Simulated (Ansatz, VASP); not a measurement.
# Two plane-wave programs on W

```xyz
1
Lattice="0.0000 2.0191 2.0191 2.0191 0.0000 2.0191 2.0191 2.0191 0.0000" Properties=species:S:1:pos:R:3 pbc="T T T"
W     0.0000    0.0000    0.0000
```

Alike in both runs: task single point; functional PBE; k mesh 8 × 8 × 8; occupations gaussian, width 0.05 eV; no spin polarisation.

```csv
,VASP,Ansatz
version,VASP 6.6.1,Ansatz 0.2.0
potentials or method,"VASP PAW PBE potentials, release 64 (W_sv), cutoff 500 eV","scalar-relativistic, plane waves, PAW"
valence electrons in the cell,14,14
```

VASP gave:

* gap on the k mesh at the Fermi level (eV): none
* pressure (GPa): 0.8

Problem. Estimate Ansatz's values.

Solution. gap on the k mesh at the Fermi level (eV): none; pressure (GPa): 0.3.

A gap of «none» marks a metal or a gap that the smearing closes.

Spin-orbit coupling is off throughout.
